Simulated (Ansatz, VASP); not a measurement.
## CuO: VASP beside Ansatz

```
Cu O
1.0
     1.99097   -2.15355    0.00000
     1.99097    2.15355    0.00000
     0.00000    0.00000    5.15593
Cu O
2 2
Direct
  0.50000 0.00000 0.00000
  0.00000 0.50000 0.50000
  0.50000 0.50000 0.25000
  0.50000 0.50000 0.75000
```

Alike in both runs: task single point; functional RPBE; k mesh 9 × 9 × 5; occupations fermi-dirac, width 0.05 eV; no spin polarisation.

|  | VASP | Ansatz |
| --- | --- | --- |
| version | VASP 6.6.1 | Ansatz 0.2.0 |
| potentials or method | VASP PAW PBE potentials, release 64 (Cu, O) | Ansatz PAW |
| plane-wave cutoff (eV) | 520 | 420 |
| valence electrons in the cell | 34 | 50 |

|  | VASP | Ansatz | Ansatz less VASP |
| --- | --- | --- | --- |
| gap on the k mesh at the Fermi level (eV) | none | none | - |
| pressure (GPa) | 7.2 | 6.5 | -0.68 |
| traceless stress, the component that is largest in VASP (GPa) | 0.85 | 0.54 | -0.302 |

VASP's potentials were made for PBE, not for RPBE. A gap of «none» marks a metal or a gap that the smearing closes. VASP's potentials hold 34 valence electrons a cell and Ansatz's 50, so a difference there can come from the potentials and not from the codes.
